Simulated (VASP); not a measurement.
# Al (P6_3/mmc) in VASP: notebook

Runs on Al. Level: PBE+D3(BJ). Tasks: single point.

Program: VASP 6.6.1. These are calculated values, not measurements. Logs are shortened: lines on timing, memory, paths and dates and some standing lists are left out, and cuts for length are marked.

### Step 1. The cell of the first run

The structure is hexagonal, space group P6_3/mmc (No. 194). The conventional cell has a = 2.871 Å, b = 2.871 Å, c = 8.701 Å, α = 90.00°, β = 90.00°, γ = 120.00°. Within 3.6 Å of Al (site symmetry -3m) lie 12 Al at 2.73 to 2.87 Å. Al (site symmetry -6m2) has 12 Al at 2.73 to 2.87 Å within 3.6 Å.

This isn't the form of Al at room conditions, which is fcc.

### Step 2. Single point, PBE+D3(BJ) (15.53 Å³/atom)

INCAR

```
SYSTEM = Al
PREC = Accurate
ENCUT = 520
EDIFF = 1E-6
ISMEAR = 0
SIGMA = 0.15
LREAL = .FALSE.
LASPH = .TRUE.
NELM = 60
ALGO = Fast
ISIF = 2
LWAVE = .FALSE.
LCHARG = .FALSE.
GGA = PE
IVDW = 12
NBANDS = 14
```

KPOINTS

```
Automatic mesh
0
G
  18 18 6
  0 0 0
```

POSCAR

```
Al
1.0
    2.8712532316      0.0000000000      0.0000000000
   -1.4356266158      2.4865782392      0.0000000000
    0.0000000000      0.0000000000      8.7013329182
Al
4
Direct
    0.0000000000      0.0000000000      0.0000000000
    0.3333333333      0.6666666667      0.2500000000
    0.0000000000      0.0000000000      0.5000000000
    0.6666666667      0.3333333333      0.7500000000
```

Potentials or basis: VASP PAW PBE potentials, release 64 (Al).

The run is started by

```
$ cat potpaw_PBE.64/Al/POTCAR > POTCAR
$ mpirun -np 1 vasp_std > vasp.out
```

OUTCAR:

```text
SYSTEM = Al
   PREC = Accurate
   ENCUT = 520
   EDIFF = 1E-6
   ISMEAR = 0
   LREAL = .FALSE.
   LASPH = .TRUE.
   NELM = 60
   ISIF = 2
   GGA = PE
   IVDW = 12
 IVDW          = 12

 ion  position               nearest neighbor table
   1  0.000  0.000  0.000-   2 2.73   4 2.73   2 2.73   4 2.73   4 2.73   2 2.73
   2  0.333  0.667  0.250-   1 2.73   3 2.73   1 2.73   3 2.73   1 2.73   3 2.73
   3  0.000  0.000  0.500-   2 2.73   4 2.73   2 2.73   4 2.73   4 2.73   2 2.73
   4  0.667  0.333  0.750-   1 2.73   3 2.73   1 2.73   3 2.73   1 2.73   3 2.73

  LATTYP: Found a hexagonal cell.
 ALAT       =     2.8712532316
 C/A-ratio  =     3.0304999999

  Lattice vectors:

 A1 = (   2.8712532316,   0.0000000000,   0.0000000000)
 A2 = (  -1.4356266158,   2.4865782392,   0.0000000000)
 A3 = (   0.0000000000,   0.0000000000,   8.7013329182)

Analysis of symmetry for initial positions (statically):
=====================================================================
 Subroutine PRICEL returns:
 Original cell was already a primitive cell.

 Routine SETGRP: Setting up the symmetry group for a
 hexagonal supercell.

 Subroutine GETGRP returns: Found 24 space group operations
 (whereof 12 operations were pure point group operations)
 out of a pool of 24 trial point group operations.

The static configuration has the point symmetry D_3d.
 The point group associated with its full space group is D_6h.

Analysis of symmetry for dynamics (positions and initial velocities):
=====================================================================
 Subroutine PRICEL returns:
 Original cell was already a primitive cell.

 Routine SETGRP: Setting up the symmetry group for a
 hexagonal supercell.

 Subroutine GETGRP returns: Found 24 space group operations
 (whereof 12 operations were pure point group operations)
 out of a pool of 24 trial point group operations.

The dynamic configuration has the point symmetry D_3d.
 The point group associated with its full space group is D_6h.

 Subroutine INISYM returns: Found 24 space group operations
 (whereof 12 operations are pure point group operations),
 and found     1 'primitive' translations

----------------------------------------------------------------------------------------

                                     Primitive cell

  volume of cell :      62.1240

  direct lattice vectors                    reciprocal lattice vectors
     2.871253232  0.000000000  0.000000000     0.348279974  0.201079537  0.000000000
[... 105 lines left out ...]
   ISMEAR =     0;   SIGMA  =   0.15  broadening in eV -4-tet -1-fermi 0-gaus
   EFERMI_NEDOS =   21; number of points for ismear=-14 and -15
   IALGO  =     68    algorithm
   IMIX   =      4    mixing-type and parameters
     AMIX     =   0.40;   BMIX     =  1.00
     AMIX_MAG =   1.60;   BMIX_MAG =  1.00
  volume/ion in A,a.u.               =      15.53       104.81
  Fermi-wavevector in a.u.,A,eV,Ry     =   0.946343  1.788330 12.184914  0.895566
  Thomas-Fermi vector in A             =   2.074332
   LORBIT       =      0    0 simple, 1 ext, 2 COOP (PROOUT), +10 PAW based schemes
   GGA     = PE    functional components
   LHFCALC =     F    Hartree Fock is set to
   AEXX    =    0.0000 exact exchange contribution
   IVDW    =    12    specifies the selected vdW correction
   LEPSILON=     F    determine dielectric tensor
   LRPA    =     F    only Hartree local field effects (RPA)
 non-spin polarized calculation
 RMM-DIIS sequential band-by-band and
 Gauss-broadening in eV      SIGMA  =   0.15
  energy-cutoff  :      520.00
  volume of cell :       62.12
 maximum number of plane-waves:      1725
 NGX is ok and might be reduce to    24
   NGX = 11   NGY = 11   NGZ = 33

 number of electron      12.0000000 magnetization

 Free energy of the ion-electron system (eV)
  ---------------------------------------------------
  ext. energy  EPLUGINS =         0.00000000
  ---------------------------------------------------
  free energy    TOTEN  =       -14.79759176 eV

  energy without entropy =      -14.77988060  energy(sigma->0) =      -14.78873618

 E-fermi :   8.6527     XC(G=0): -10.4157

 val. band max:        8.6389742930   @ k =   0.2778   0.0556   0.5000
 cond. band min:       8.6564083887   @ k =   0.2222   0.2222   0.5000
 fundamental gap:      0.0174340957
 Fermi energy:         8.6527294060

 k-point     1 :       0.0000    0.0000    0.0000
  band No.  band energies     occupation
      1      -2.9182      2.00000
      2      -0.9790      2.00000
      3      -0.9785      2.00000
      4       4.2772      2.00000
      5       5.1427      2.00000
      6      13.6937      0.00000
      7      13.7289      0.00000
      8      18.5863      0.00000
      9      18.5863      0.00000
     10      18.8347      0.00000
     11      18.8347      0.00000
     12      19.9350      0.00000
     13      19.9352      0.00000
     14      20.1792      0.00000
[... 377 lines left out ...]
      1       1.9386      2.00000
      2       3.7684      2.00000
      3       3.7939      2.00000
      4       4.4707      2.00000
      5       6.3407      2.00000
      6       6.3926      2.00000
      7       8.8562      0.05509
      8       9.7292      0.00000
      9      10.8306      0.00000
     10      11.2498      0.00000
     11      12.4497      0.00000
     12      12.6754      0.00000
     13      13.1490      0.00000
     14      17.3220      0.00000

 [... further k-points ...]

------------------------ aborting loop because EDIFF is reached ----------------------------------------

 Edisp (eV)   -1.43299

 E8    (eV) :    -0.6415

  FORCE on cell =-STRESS in cart. coord.  units (eV):
  Direction    XX          YY          ZZ          XY          YZ          ZX
  --------------------------------------------------------------------------------------
  -------------------------------------------------------------------------------------
  Total       0.07386     0.07386     2.78359     0.00000     0.00000     0.00000
  in kB       1.90491     1.90491    71.78884     0.00000     0.00000     0.00000
  external pressure =       25.20 kB  Pullay stress =        0.00 kB

 VOLUME and BASIS-vectors are now :
 -----------------------------------------------------------------------------
  energy-cutoff  :      520.00
  volume of cell :       62.12
      direct lattice vectors                 reciprocal lattice vectors
     2.871253232  0.000000000  0.000000000     0.348279974  0.201079537  0.000000000
    -1.435626616  2.486578239  0.000000000     0.000000000  0.402159073  0.000000000
     0.000000000  0.000000000  8.701332918     0.000000000  0.000000000  0.114924921

 POSITION                                       TOTAL-FORCE (eV/Angst)
 -----------------------------------------------------------------------------------
      0.00000      0.00000      0.00000        -0.000000      0.000000     -0.000000
     -0.00000      1.65772      2.17533        -0.000000      0.000000      0.000000
      0.00000      0.00000      4.35067        -0.000000      0.000000     -0.000000
      1.43563      0.82886      6.52600         0.000000     -0.000000      0.000000
 -----------------------------------------------------------------------------------
    total drift:                               -0.000000      0.000000      0.000000

  FREE ENERGIE OF THE ION-ELECTRON SYSTEM (eV)
  ---------------------------------------------------
  free  energy   TOTEN  =       -16.2305838212 eV

  energy  without entropy=      -16.2128726575  energy(sigma->0) =      -16.22172824
```

OSZICAR:

```text
N       E                     dE             d eps       ncg     rms          rms(c)
DAV:   1     0.670371406898E+01    0.67037E+01   -0.41883E+03  4168   0.664E+02
DAV:   2    -0.142212393129E+02   -0.20925E+02   -0.19154E+02  5482   0.904E+01
DAV:   3    -0.148921612684E+02   -0.67092E+00   -0.66279E+00  5392   0.132E+01
DAV:   4    -0.148964828069E+02   -0.43215E-02   -0.43208E-02  4964   0.134E+00
DAV:   5    -0.148965340393E+02   -0.51232E-04   -0.51230E-04  5534   0.146E-01    0.282E+00
RMM:   6    -0.148389031109E+02    0.57631E-01   -0.46087E-03  4168   0.401E-01    0.165E+00
RMM:   7    -0.147978789398E+02    0.41024E-01   -0.13217E-02  4286   0.653E-01    0.193E-01
RMM:   8    -0.147975888788E+02    0.29006E-03   -0.71324E-04  4440   0.177E-01    0.194E-02
RMM:   9    -0.147975948707E+02   -0.59919E-05   -0.10775E-04  4750   0.727E-02    0.343E-02
RMM:  10    -0.147975960199E+02   -0.11492E-05   -0.13038E-05  4833   0.245E-02    0.589E-02
RMM:  11    -0.147975931792E+02    0.28407E-05   -0.31409E-06  4367   0.110E-02    0.554E-02
RMM:  12    -0.147975918853E+02    0.12939E-05   -0.73860E-07  3179   0.596E-03    0.231E-02
RMM:  13    -0.147975917636E+02    0.12165E-06   -0.26208E-07  2481   0.340E-03
   1 F= -.16230584E+02 E0= -.16221728E+02  d E =-.177112E-01
```

stdout:

```text
POSCAR found type information on POSCAR Al
 POSCAR found :  1 types and       4 ions
 scaLAPACK will be used
 LDA part: xc-table for (Slater+PW92), standard interpolation
 POSCAR, INCAR and KPOINTS ok, starting setup
 FFT: planning ... GRIDC
 FFT: planning ... GRID_SOFT
 FFT: planning ... GRID
 WAVECAR not read
 entering main loop
```

Run time: 50 s. Hardware: 1 thread of Intel Xeon 6975P-C (Granite Rapids), shared host; peak memory 0.26 GiB.

What came out:

```
Free energy                : -16.2306 eV
Pressure                   : 2.5 GPa
Band gap on the k mesh     : zero (bands 6 and 7 overlap by 6.95 eV)
Dispersion energy per atom : -0.358 eV
```

Levels at points of the mesh, in eV from the Fermi level:
```tsv
k point	band 4	band 5	band 6	band 7	band 8	band 9
(0.00, 0.00, 0.00)	-4.38	-3.51	5.04	5.08	9.93	9.93
(0.50, 0.00, 0.00)	-4.12	-3.58	-3.45	0.93	1.39	2.12
(0.00, 0.00, 0.50)	-7.25	0.20	0.20	10.29	10.29	10.29
(0.50, 0.00, 0.50)	-5.19	-1.87	-1.87	-1.14	-1.14	5.15
```

### Step 3. Single point, PBE+D3(BJ) (15.53 Å³/atom)

INCAR

```
ALGO = Fast ; EDIFF = 1E-6
ENCUT = 520 ; GGA = PE
ISIF = 2 ; ISMEAR = 0
IVDW = 12 ; LASPH = T
LCHARG = F ; LREAL = F
LWAVE = F ; NBANDS = 14
NELM = 60 ; PREC = Accurate
SIGMA = 0.15
```

KPOINTS

```
k-points
0
Gamma
  18 18 6
```

POSCAR

```
Al
1.0
    2.8331571960      0.0000000000      0.0000000000
   -1.4165785980      2.4535861047      0.0000000000
    0.0000000000      0.0000000000      8.9369110591
Al
4
Direct
    0.0000000000      0.0000000000      0.0000000000
    0.3333333333      0.6666666667      0.2500000000
    0.0000000000      0.0000000000      0.5000000000
    0.6666666667      0.3333333333      0.7500000000
```

Potentials or basis: VASP PAW PBE potentials, release 64 (Al).

The run is started by

```
$ cat potpaw_PBE.64/Al/POTCAR > POTCAR
$ mpirun -np 1 vasp_std > vasp.out
```

It took 44 s on 1 thread of Intel Xeon 6975P-C (Granite Rapids), shared host; peak memory 0.25 GiB.

The run converged. Its results:

```
Free energy                : -16.2857 eV
Pressure                   : 1.9 GPa
Band gap on the k mesh     : zero (bands 6 and 7 overlap by 6.20 eV)
Dispersion energy per atom : -0.358 eV
```

Stress tensor (GPa, compression positive):
```
0.59 0.00 0.00
0.00 0.59 0.00
0.00 0.00 4.55
```

Levels at points of the mesh, in eV from the Fermi level:
| k point | band 2 | band 3 | band 4 | band 5 | band 6 | band 7 | band 8 | band 9 | band 10 | band 11 |
| --- | --- | --- | --- | --- | --- | --- | --- | --- | --- | --- |
| (0.00, 0.00, 0.00) | -9.72 | -9.72 | -4.63 | -4.02 | 4.24 | 4.26 | 10.58 | 10.58 | 10.77 | 10.77 |
| (0.50, 0.00, 0.00) | -5.51 | -4.16 | -4.08 | -3.48 | -3.39 | 0.86 | 1.30 | 1.75 | 2.03 | 5.45 |
| (0.00, 0.00, 0.50) | -11.10 | -7.46 | -7.46 | -0.39 | -0.39 | 9.43 | 9.43 | 10.93 | 10.93 | 10.93 |
| (0.50, 0.00, 0.50) | -5.17 | -5.08 | -5.08 | -1.89 | -1.89 | -1.19 | -1.19 | 4.99 | 4.99 | 5.17 |

### Step 4. Single point, PBE+D3(BJ) (15.53 Å³/atom)

INCAR

```
PREC = Accurate
ENCUT = 520
EDIFF = 1E-7
ISMEAR = 0
SIGMA = 0.15
LREAL = F
LASPH = T
NELM = 100
ALGO = Normal
ISIF = 2
LWAVE = F
LCHARG = F
GGA = PE
IVDW = 12
NBANDS = 14
```

KPOINTS

```
Automatic mesh
0
Gamma
  18 18 6
```

POSCAR

```
Al
1.0
    2.7400790715      0.0000000000      0.0000000000
   -1.3700395358      2.3729780843      0.0000000000
    0.0000000000      0.0000000000      9.5543817145
Al
4
Direct
    0.0000000000      0.0000000000      0.0000000000
    0.3333333333      0.6666666667      0.2500000000
    0.0000000000      0.0000000000      0.5000000000
    0.6666666667      0.3333333333      0.7500000000
```

The run is started by

```
$ cat potpaw_PBE.64/Al/POTCAR > POTCAR
$ mpirun -np 1 vasp_std > vasp.out
```

Run time: 42 s. Hardware: 1 thread of Intel Xeon 6975P-C (Granite Rapids), shared host; peak memory 0.23 GiB.

It converged, with:

| Item | Value |
| --- | --- |
| Free energy | -16.2591 eV |
| Pressure | 2.4 GPa |
| Band gap on the k mesh | zero (bands 6 and 7 overlap by 4.61 eV) |
| Dispersion energy per atom | -0.358 eV |

Stress tensor (GPa, compression positive):
```
 4.23  0.00  0.00
 0.00  4.23  0.00
 0.00  0.00 -1.38
```

Levels at points of the mesh, in eV from the Fermi level:
```tsv
k point	band 4	band 5	band 6	band 7	band 8	band 9
(0.00, 0.00, 0.00)	-5.26	-5.16	2.37	2.37	11.44	12.21
(0.50, 0.00, 0.00)	-3.95	-3.20	-3.18	0.81	0.90	1.19
(0.00, 0.00, 0.50)	-7.95	-1.75	-1.75	7.07	7.07	12.43
(0.50, 0.00, 0.50)	-4.71	-1.93	-1.93	-1.25	-1.25	4.17
```

### Step 5. Summary

```tsv
cell	gap on the mesh (eV)	pressure (GPa)
a = 2.871, b = 2.871, c = 8.701 Å, angles 90.0, 90.0, 120.0°, 4 atoms	none	2.5
a = 2.833, b = 2.833, c = 8.937 Å, angles 90.0, 90.0, 120.0°, 4 atoms	none	1.9
a = 2.740, b = 2.740, c = 9.554 Å, angles 90.0, 90.0, 120.0°, 4 atoms	none	2.4
```

Alike in all rows: task single point; level PBE+D3(BJ); potentials or basis VASP PAW PBE potentials, release 64 (Al); no spin polarisation; k mesh 18 × 18 × 6; cutoff (eV) 520; smearing gaussian 0.15 eV.

Absolute energies hang on the potentials; compare differences alone.
